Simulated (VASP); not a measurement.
# SnTe (P-6m2) in VASP: notebook

Runs on SnTe. Level: PBE. Tasks: single point, relaxation of cell and atoms.

Program: VASP 6.6.1. These are calculated values, not measurements. Logs are shortened: lines on timing, memory, paths and dates and some standing lists are left out, and cuts for length are marked.

## 1. The cell of the first run

It takes space group P-6m2 (No. 187, hexagonal). Conventional cell: a = 4.275 Å, b = 4.275 Å, c = 4.163 Å, α = 90.00°, β = 90.00°, γ = 120.00°. Within 4.3 Å of Sn (site symmetry -6m2) lie 6 Te at 3.23 Å and 8 Sn at 4.16 to 4.28 Å. Te (site symmetry -6m2) has 6 Sn at 3.23 Å and 8 Te at 4.16 to 4.28 Å within 4.3 Å.

The cell was built from a structure type or drawn by symmetry, and may not be a known phase.

## 2. Single point, PBE

Input file INCAR:

```
PREC     = Accurate       # precision mode
ENCUT    = 520            # plane-wave cutoff, eV
EDIFF    = 1E-7           # SCF threshold, eV
ISMEAR   = 0              # smearing method
SIGMA    = 0.1            # smearing width, eV
LREAL    = False          # projectors in reciprocal space
LASPH    = True           # aspherical terms in the spheres
NELM     = 60             # most SCF steps
ALGO     = Normal         # electronic algorithm
ISIF     = 2              # what is computed and relaxed
LWAVE    = False          # write WAVECAR
LCHARG   = False          # write CHGCAR
GGA      = PE             # functional
NBANDS   = 17             # bands
```

Input file KPOINTS:

```
Automatic mesh
0
Gamma
  18 18 14
```

Input file POSCAR:

```
SnTe
1.0
    4.2751278393      0.0000000000      0.0000000000
   -2.1375639196      3.7023693132      0.0000000000
    0.0000000000      0.0000000000      4.1625609534
Sn Te
1 1
Direct
    0.6666666667      0.3333333333      0.5000000000
    0.0000000000      0.0000000000      0.0000000000
```

Potentials or basis: VASP PAW PBE potentials, release 64 (Sn_d, Te).

Command:

```sh
cat potpaw_PBE.64/Sn_d/POTCAR potpaw_PBE.64/Te/POTCAR > POTCAR
mpirun -np 1 vasp_std > vasp.out
```

OUTCAR:

```text
PREC = Accurate
   ENCUT = 520
   EDIFF = 1E-7
   ISMEAR = 0
   LREAL = False
   LASPH = True
   NELM = 60
   ISIF = 2
   GGA = PE

 ion  position               nearest neighbor table
   1  0.667  0.333  0.500-   2 3.23   2 3.23   2 3.23   2 3.23   2 3.23   2 3.23
   2  0.000  0.000  0.000-   1 3.23   1 3.23   1 3.23   1 3.23   1 3.23   1 3.23

  LATTYP: Found a hexagonal cell.
 ALAT       =     4.2751278393
 C/A-ratio  =     0.9736693521

  Lattice vectors:

 A1 = (   4.2751278393,   0.0000000000,   0.0000000000)
 A2 = (  -2.1375639196,   3.7023693132,   0.0000000000)
 A3 = (   0.0000000000,   0.0000000000,   4.1625609534)

Analysis of symmetry for initial positions (statically):
=====================================================================
 Subroutine PRICEL returns:
 Original cell was already a primitive cell.

 Routine SETGRP: Setting up the symmetry group for a
 hexagonal supercell.

 Subroutine GETGRP returns: Found 12 space group operations
 (whereof 12 operations were pure point group operations)
 out of a pool of 24 trial point group operations.

The static configuration has the point symmetry D_3h.

Analysis of symmetry for dynamics (positions and initial velocities):
=====================================================================
 Subroutine PRICEL returns:
 Original cell was already a primitive cell.

 Routine SETGRP: Setting up the symmetry group for a
 hexagonal supercell.

 Subroutine GETGRP returns: Found 12 space group operations
 (whereof 12 operations were pure point group operations)
 out of a pool of 24 trial point group operations.

The dynamic configuration has the point symmetry D_3h.

 Subroutine INISYM returns: Found 12 space group operations
 (whereof 12 operations are pure point group operations),
 and found     1 'primitive' translations

----------------------------------------------------------------------------------------

                                     Primitive cell

  volume of cell :      65.8854

  direct lattice vectors                    reciprocal lattice vectors
     4.275127839  0.000000000  0.000000000     0.233911134  0.135048656  0.000000000
    -2.137563920  3.702369313  0.000000000     0.000000000  0.270097312  0.000000000
     0.000000000  0.000000000  4.162560953     0.000000000  0.000000000  0.240236722

  length of vectors
     4.275127839  4.275127839  4.162560953     0.270097312  0.270097312  0.240236722

[... 79 lines left out ...]
   NELM   =     60;   NELMIN=  2; NELMDL= -5     # of ELM steps
   EDIFF  = 0.1E-06   stopping-criterion for ELM
   LREAL  =      F    real-space projection
   EDIFFG = 0.1E-05   stopping-criterion for IOM
   NSW    =      0    number of steps for IOM
   IBRION =     -1    ionic relax: 0-MD 1-quasi-New 2-CG
   NFREE  =      0    steps in history (QN), initial steepest desc. (CG)
   ISIF   =      2    stress and relaxation
   ISYM   =      2    0-nonsym 1-usesym 2-fastsym
   POTIM  = 0.5000    time-step for ionic-motion
   TEBEG  =    0.0;   TEEND  =   0.0 temperature during run
   PSTRESS=    0.0 pullay stress
   NELECT =      20.0000    total number of electrons
   NUPDOWN=      -1.0000    fix difference up-down
   EMIN   =  10.00;   EMAX   =-10.00  energy-range for DOS
   EFERMI =   0.00;   METHOD = LEGACY
   ISMEAR =     0;   SIGMA  =   0.10  broadening in eV -4-tet -1-fermi 0-gaus
   EFERMI_NEDOS =   21; number of points for ismear=-14 and -15
   IALGO  =     38    algorithm
   IMIX   =      4    mixing-type and parameters
     AMIX     =   0.40;   BMIX     =  1.00
     AMIX_MAG =   1.60;   BMIX_MAG =  1.00
  volume/ion in A,a.u.               =      32.94       222.31
  Fermi-wavevector in a.u.,A,eV,Ry     =   1.100242  2.079157 16.470304  1.210533
  Thomas-Fermi vector in A             =   2.236650
   LORBIT       =      0    0 simple, 1 ext, 2 COOP (PROOUT), +10 PAW based schemes
   GGA     = PE    functional components
   LHFCALC =     F    Hartree Fock is set to
   AEXX    =    0.0000 exact exchange contribution
   IVDW    =     0    specifies the selected vdW correction
   LEPSILON=     F    determine dielectric tensor
   LRPA    =     F    only Hartree local field effects (RPA)
 non-spin polarized calculation
 Gauss-broadening in eV      SIGMA  =   0.10
  energy-cutoff  :      520.00
  volume of cell :       65.89
 maximum number of plane-waves:      1794
 NGX is ok and might be reduce to    32
   NGX = 15   NGY = 15   NGZ = 15

 number of electron      19.9999996 magnetization

 Free energy of the ion-electron system (eV)
  ---------------------------------------------------
  ext. energy  EPLUGINS =         0.00000000
  ---------------------------------------------------
  free energy    TOTEN  =        -7.30820829 eV

  energy without entropy =       -7.30331028  energy(sigma->0) =       -7.30575929

 E-fermi :   6.0174     XC(G=0):  -9.2728

 val. band max:        6.0165989504   @ k =   0.3333   0.2222   0.0714
 cond. band min:       6.0182581729   @ k =   0.2778   0.2222   0.0714
 fundamental gap:      0.0016592225
 Fermi energy:         6.0174207467

 k-point     1 :       0.0000    0.0000    0.0000
  band No.  band energies     occupation
      1     -15.5979      2.00000
      2     -15.5979      2.00000
      3     -15.5880      2.00000
      4     -15.5748      2.00000
      5     -15.5748      2.00000
      6      -6.1071      2.00000
[... 457 lines left out ...]
      4     -15.5804      2.00000
      5     -15.5765      2.00000
      6      -5.0192      2.00000
[... 9 lines left out ...]
     16      14.2800      0.00000
     17      16.0764      0.00000

 [... further k-points ...]

------------------------ aborting loop because EDIFF is reached ----------------------------------------

  FORCE on cell =-STRESS in cart. coord.  units (eV):
  Direction    XX          YY          ZZ          XY          YZ          ZX
  --------------------------------------------------------------------------------------
  -------------------------------------------------------------------------------------
  Total       -0.0078858     -0.0078858     -0.0153620     -0.0000000     -0.0000000      0.0000000
  in kB       -0.1917640     -0.1917640     -0.3735682     -0.0000000     -0.0000000      0.0000000
  external PRESSURE =      -0.2523654 kB  Pullay stress =       0.0000000 kB

 VOLUME and BASIS-vectors are now :
 -----------------------------------------------------------------------------
  energy-cutoff  :      520.00
  volume of cell :       65.89
      direct lattice vectors                 reciprocal lattice vectors
     4.275127839  0.000000000  0.000000000     0.233911134  0.135048656  0.000000000
    -2.137563920  3.702369313  0.000000000     0.000000000  0.270097312  0.000000000
     0.000000000  0.000000000  4.162560953     0.000000000  0.000000000  0.240236722

 POSITION                                       TOTAL-FORCE (eV/Angst)
 -----------------------------------------------------------------------------------
      2.13756      1.23412      2.08128         0.000000     -0.000000      0.000000
      0.00000      0.00000      0.00000        -0.000000      0.000000      0.000000
 -----------------------------------------------------------------------------------
    total drift:                               -0.000000      0.000000      0.000000

  FREE ENERGIE OF THE ION-ELECTRON SYSTEM (eV)
  ---------------------------------------------------
  free  energy   TOTEN  =        -7.3082082931 eV

  energy  without entropy=       -7.3033102811  energy(sigma->0) =       -7.30575929
```

OSZICAR:

```text
N       E                     dE             d eps       ncg     rms          rms(c)
DAV:   1     0.123811385995E+03    0.12381E+03   -0.95459E+03 10146   0.135E+03
DAV:   2     0.412635218658E+01   -0.11969E+03   -0.11661E+03 10647   0.333E+02
DAV:   3    -0.708623514951E+01   -0.11213E+02   -0.11038E+02 12710   0.884E+01
DAV:   4    -0.739305148614E+01   -0.30682E+00   -0.30652E+00 11895   0.153E+01
DAV:   5    -0.740370967791E+01   -0.10658E-01   -0.10658E-01 14788   0.283E+00    0.437E+00
DAV:   6    -0.730948352848E+01    0.94226E-01   -0.22195E-01 13337   0.280E+00    0.272E+00
DAV:   7    -0.730800153214E+01    0.14820E-02   -0.50946E-02 12294   0.101E+00    0.977E-01
DAV:   8    -0.730812612139E+01   -0.12459E-03   -0.65847E-03 12531   0.606E-01    0.135E-01
DAV:   9    -0.730818756864E+01   -0.61447E-04   -0.95031E-04 13074   0.223E-01    0.364E-02
DAV:  10    -0.730819490723E+01   -0.73386E-05   -0.11300E-04 12609   0.726E-02    0.268E-02
DAV:  11    -0.730820861249E+01   -0.13705E-04   -0.36841E-05 11688   0.374E-02    0.211E-02
DAV:  12    -0.730820872458E+01   -0.11209E-06   -0.12867E-06 12465   0.745E-03    0.108E-02
DAV:  13    -0.730820825007E+01    0.47451E-06   -0.38372E-07 11412   0.342E-03    0.210E-03
DAV:  14    -0.730820829308E+01   -0.43012E-07   -0.91094E-08  6534   0.308E-03
   1 F= -.73082083E+01 E0= -.73057593E+01  d E =-.489801E-02
```

stdout:

```text
POSCAR found type information on POSCAR SnTe
 POSCAR found :  2 types and       2 ions
 scaLAPACK will be used
 LDA part: xc-table for (Slater+PW92), standard interpolation
 POSCAR, INCAR and KPOINTS ok, starting setup
 FFT: planning ... GRIDC
 FFT: planning ... GRID_SOFT
 FFT: planning ... GRID
 WAVECAR not read
 entering main loop
```

Wall time 5.2 min (1 thread of Intel Xeon 8259CL, shared host); peak memory 0.45 GiB.

What came out:

```yaml
Free_energy: -7.3082 eV
Pressure: 0.0 GPa
Band_gap_on_the_k_mesh: zero (bands 10 and 11 overlap by 1.87 eV)
```

Caveat: spin-orbit coupling is left out, which moves the levels of the heavy elements.

## 3. Relaxation of cell and atoms, PBE

This run uses another cell than the first one, of 31.78 Å³/atom.

Input file INCAR:

```
SYSTEM = SnTe
  PREC = Accurate
  ENCUT = 600
  EDIFF = 1E-6
  ISMEAR = 0
  SIGMA = 0.1
  LREAL = .FALSE.
  LASPH = .TRUE.
  NELM = 100
  ALGO = Normal
  ISIF = 3
  LWAVE = .FALSE.
  LCHARG = .FALSE.
  GGA = PE
  IBRION = 2
  NSW = 100
  EDIFFG = -0.01
```

Input file KPOINTS:

```
Automatic mesh
0
G
  18 18 14
  0 0 0
```

Input file POSCAR:

```
SnTe
1.0
    4.1940062226      0.0000000000      0.0000000000
   -2.0970031113      3.6321159324      0.0000000000
    0.0000000000      0.0000000000      4.1729968920
Sn Te
1 1
Direct
    0.6666666667      0.3333333333      0.5000000000
    0.0000000000      0.0000000000      0.0000000000
```

Potentials or basis: VASP PAW PBE potentials, release 64 (Sn_d, Te).

Command:

```sh
cat potpaw_PBE.64/Sn_d/POTCAR potpaw_PBE.64/Te/POTCAR > POTCAR
mpirun -np 1 vasp_std > vasp.out
```

It took 14 min on 1 thread of Intel Xeon 8259CL, shared host; peak memory 0.5 GiB.

Results (log left out):

- Free energy: -7.3081 eV
- Relaxed volume: 32.98 Å³/atom
- Relaxed cell: a = 4.279 Å, b = 4.279 Å, c = 4.159 Å, α = 90.00°, β = 90.00°, γ = 120.00°
- Space group after relaxing (to 0.1 Å): P-6m2 (No. 187)
- Energy gained by relaxing: 4.2 meV/atom
- Ionic steps: 5
- Pressure after relaxing: 0.0 GPa
- Band gap on the k mesh: zero (bands 10 and 11 overlap by 1.85 eV)

Step by step:
| step | energy change (eV) | largest force (eV/Å) | pressure (GPa) | volume (Å³) |
| --- | --- | --- | --- | --- |
| 1 | 0.0000 | 0.0000 | 1.10 | 63.57 |
| 2 | -0.0065 | 0.0000 | -0.07 | 65.59 |
| 3 | -0.0065 | 0.0000 | -0.05 | 65.54 |
| 4 | -0.0078 | 0.0000 | -0.05 | 65.70 |
| 5 | -0.0085 | 0.0000 | -0.03 | 65.95 |

Final structure:
```
Sn Te
1.0
     4.27904    0.00000    0.00000
    -2.13952    3.70576    0.00000
     0.00000    0.00000    4.15917
Sn Te
1 1
Direct
  0.66667 0.33333 0.50000
  0.00000 0.00000 0.00000
```

Levels at points of the mesh, in eV from the Fermi level:
```csv
k point,band 6,band 7,band 8,band 9,band 10,band 11,band 12,band 13,band 14
"(0.00, 0.00, 0.00)",-12.12,-4.97,-2.46,-1.31,-1.31,2.47,2.47,3.63,5.53
"(0.50, 0.00, 0.00)",-11.03,-7.46,-2.55,-1.66,-1.06,1.69,2.02,3.83,4.52
"(0.00, 0.00, 0.50)",-11.14,-8.17,-0.45,-0.45,0.79,1.09,2.21,2.21,6.63
"(0.50, 0.00, 0.50)",-10.41,-6.54,-4.29,-4.12,-1.15,0.96,2.30,2.35,8.81
```

Caveat: spin-orbit coupling is left out, which moves the levels of the heavy elements.
